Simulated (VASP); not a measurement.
Here is a VASP 6.6.1 calculation.

File INCAR:

```
SYSTEM = TaSi2
  ALGO = Normal
  EDIFF = 1E-6
  ENCUT = 520
  GGA = PE
  ISIF = 2
  ISMEAR = 0
  LASPH = .True.
  LCHARG = .False.
  LREAL = .False.
  LWAVE = .False.
  NBANDS = 16
  NELM = 80
  PREC = Accurate
  SIGMA = 0.1
```

File KPOINTS:

```
k-points
0
Gamma
  18 18 8
  0 0 0
```

POSCAR

```
TaSi2
1.0
    2.9908086921      0.0000000000      0.0000000000
   -1.4954043461      2.5901163052      0.0000000000
    0.0000000000      0.0000000000      6.3523950128
Ta Si
1 2
Direct
    0.6666666667      0.3333333333      0.5000000000
    0.3333333333      0.6666666667      0.1836441230
    0.3333333333      0.6666666667      0.8163558770
```

Potentials or basis: VASP PAW PBE potentials, release 64 (Ta_pv, Si).

Run with:

```bash
$ cat potpaw_PBE.64/Ta_pv/POTCAR potpaw_PBE.64/Si/POTCAR > POTCAR
$ mpirun -np 1 vasp_std > vasp.out
```

(1) Predict the largest force.

(2) What does it give for the pressure?

## Answers

(1) 0.020 eV/Å.

(2) 0.1 GPa.
